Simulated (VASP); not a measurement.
Input of a VASP 6.6.1 run:

File INCAR:

```
PREC = Accurate
ENCUT = 520
EDIFF = 1E-6
ISMEAR = 0
SIGMA = 0.1
LREAL = F
LASPH = T
NELM = 150
ALGO = Normal
ISIF = 2
LWAVE = F
LCHARG = F
ISPIN = 2
MAGMOM = 1.98 1.98 1.91 1.91 1.91 1.91
LORBIT = 11
LMAXMIX = 4
GGA = PS
NBANDS = 40
```

KPOINTS

```
Automatic mesh
0
Gamma
  10 10 10
```

File POSCAR:

```
Co
1.0
    0.0000000000      3.2068817957      3.2068817957
    3.2068817957      0.0000000000      3.2068817957
    3.2068817957      3.2068817957      0.0000000000
Co
6
Direct
    0.2500000000      0.2500000000      0.2500000000
    0.0000000000      0.0000000000      0.0000000000
    0.6250000000      0.6250000000      0.1250000000
    0.6250000000      0.1250000000      0.6250000000
    0.1250000000      0.6250000000      0.6250000000
    0.6250000000      0.6250000000      0.6250000000
```

Potentials or basis: VASP PAW PBE potentials, release 64 (Co).

Command:

```console
$ cat potpaw_PBE.64/Co/POTCAR > POTCAR
$ mpirun -np 1 vasp_std > vasp.out
```

(1) What does it give for the site moments?

(2) Predict the net moment.

(3) What does it give for the pressure?

## Answers

(1) Co +1.77, +1.69 (each value once) μB.

(2) 10.25 μB per cell.

(3) -0.9 GPa.

Caveat: the PAW data sets were made with another functional, which shifts forces and pressure a little.
